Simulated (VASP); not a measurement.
Write the native input for VASP 6.6.1 that does the following.

```
Task                   : single point
Functional             : r2SCAN
Potentials or basis    : VASP PAW PBE potentials, release 64 (In_d, Sb)
Cutoff                 : 520 eV
k mesh                 : 12 × 12 × 8
Occupations            : gaussian, width 0.15 eV
Spin                   : no spin polarisation
Dipole correction      : no
Further INCAR settings : ALGO = Normal; EDIFF = 1e-06; NBANDS = 40
```

The system is In2Sb.

```
CELL_PARAMETERS angstrom
5.09614 0.00000 0.00000
-2.54807 4.41339 0.00000
0.00000 0.00000 7.28059
ATOMIC_POSITIONS crystal
In 0.66667 0.33333 0.25000
In 0.33333 0.66667 0.75000
In 0.00000 0.00000 0.50000
In 0.00000 0.00000 0.00000
Sb 0.66667 0.33333 0.75000
Sb 0.33333 0.66667 0.25000
```

This cell differs from its parent crystal: ratio of the length along z to the lengths across it x 1.2, volume and fractional coordinates fixed.

These files were run (other wordings do the same):

POSCAR

```
In2Sb
1.0
    5.0961446016      0.0000000000      0.0000000000
   -2.5480723008      4.4133906863      0.0000000000
    0.0000000000      0.0000000000      7.2805909303
In Sb
4 2
Direct
    0.6666666667      0.3333333333      0.2500000000
    0.3333333333      0.6666666667      0.7500000000
    0.0000000000      0.0000000000      0.5000000000
    0.0000000000      0.0000000000      0.0000000000
    0.6666666667      0.3333333333      0.7500000000
    0.3333333333      0.6666666667      0.2500000000
```

INCAR.step1

```
SYSTEM = In2Sb
PREC = Accurate
ENCUT = 520
ISMEAR = 0
SIGMA = 0.15
LREAL = .False.
LASPH = .True.
NELM = 100
NBANDS = 40
GGA = PE
ALGO = Normal
EDIFF = 1E-4
LWAVE = .True.
LCHARG = .False.
```

INCAR.step2

```
SYSTEM = In2Sb
PREC = Accurate
ENCUT = 520
EDIFF = 1E-6
ISMEAR = 0
SIGMA = 0.15
LREAL = .False.
LASPH = .True.
NELM = 100
ALGO = Normal
ISIF = 2
LWAVE = .False.
LCHARG = .False.
METAGGA = R2SCAN
LMIXTAU = .True.
NBANDS = 40
ISTART = 1
```

KPOINTS

```
Automatic mesh
0
Gamma
  12 12 8
  0 0 0
```

Potentials or basis: VASP PAW PBE potentials, release 64 (In_d, Sb).

Launch:

```sh
$ cat potpaw_PBE.64/In_d/POTCAR potpaw_PBE.64/Sb/POTCAR > POTCAR
$ cp INCAR.step1 INCAR
$ mpirun -np 1 vasp_std > vasp.out
$ cp INCAR.step2 INCAR
$ mpirun -np 1 vasp_std > vasp.out
```

It gave:

The pressure is 2.4 GPa. The band gap on the k mesh is zero (bands 31 and 32 overlap by 2.17 eV).

Caveat: the stress differs along the axes, from -2 to 4 GPa; the PAW data sets were made with another functional, which shifts forces and pressure a little; spin-orbit coupling is left out, which moves the levels of the heavy elements.

It took 57 min on 1 thread of Oxide Virtual Turin-like Processor, on a shared host, peak memory 0.61 GiB.
